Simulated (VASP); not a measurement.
Write the native input for VASP 6.6.1 that does the following.

| Property | Result |
| --- | --- |
| Task | relaxation of cell and atoms |
| Functional | PBEsol |
| Potentials or basis | VASP PAW PBE potentials, release 64 (Ta_pv, C) |
| Cutoff | 600 eV |
| k mesh | 18 × 18 × 8 |
| Occupations | gaussian, width 0.1 eV |
| Spin | no spin polarisation |
| Target pressure | 20 GPa |
| Dipole correction | no |
| Further INCAR settings | ALGO = Fast; EDIFF = 1e-06; IBRION = 2; EDIFFG = -0.008; NSW = 70; ISIF = 3 |

The structure of Ta2C lies in POSCAR:

```
Ta2C
1.0
    3.0281811584      0.0000000000      0.0000000000
   -1.5140905792      2.6224818105      0.0000000000
    0.0000000000      0.0000000000      4.8168421179
Ta C
2 1
Direct
    0.3333333333      0.6666666667      0.2547852662
    0.6666666667      0.3333333333      0.7452147338
    0.0000000000      0.0000000000      0.0000000000
```

These files were run (other wordings do the same):

INCAR

```
  PREC = Accurate
  ENCUT = 600
  EDIFF = 1E-6
  ISMEAR = 0
  SIGMA = 0.1
  LREAL = F
  LASPH = T
  NELM = 100
  ALGO = Fast
  ISIF = 3
  LWAVE = F
  LCHARG = F
  GGA = PS
  IBRION = 2
  NSW = 70
  EDIFFG = -0.008
  PSTRESS = 200.0
```

KPOINTS

```
regular mesh
0
Gamma
  18 18 8
```

Potentials or basis: VASP PAW PBE potentials, release 64 (Ta_pv, C).

Run with:

```bash
$ cat potpaw_PBE.64/Ta_pv/POTCAR potpaw_PBE.64/C/POTCAR > POTCAR
$ mpirun -np 1 vasp_std > vasp.out
```

Results of the run:

The relaxed volume is 12.78 Å³/atom. The relaxed cell is a = 3.030 Å, b = 3.030 Å, c = 4.823 Å, α = 90.00°, β = 90.00°, γ = 120.00° and the space group after relaxing (to 0.1 Å) is P-3m1 (No. 164). The energy change on relaxing (the run minimises the enthalpy) is -5.3 meV/atom and the ionic steps are 5. The pressure after relaxing is 20.0 GPa. The band gap on the k mesh is zero (bands 13 and 14 overlap by 0.87 eV).

Caveat: the cell is relaxed towards a set pressure, so the run minimises the enthalpy, not the energy; the PAW data sets were made with another functional, which shifts forces and pressure a little; spin-orbit coupling is left out, which moves the levels of the heavy elements.

It took 11 min on 1 thread of AMD EPYC 9755 128-Core Processor (shared host), peak memory 0.3 GiB.
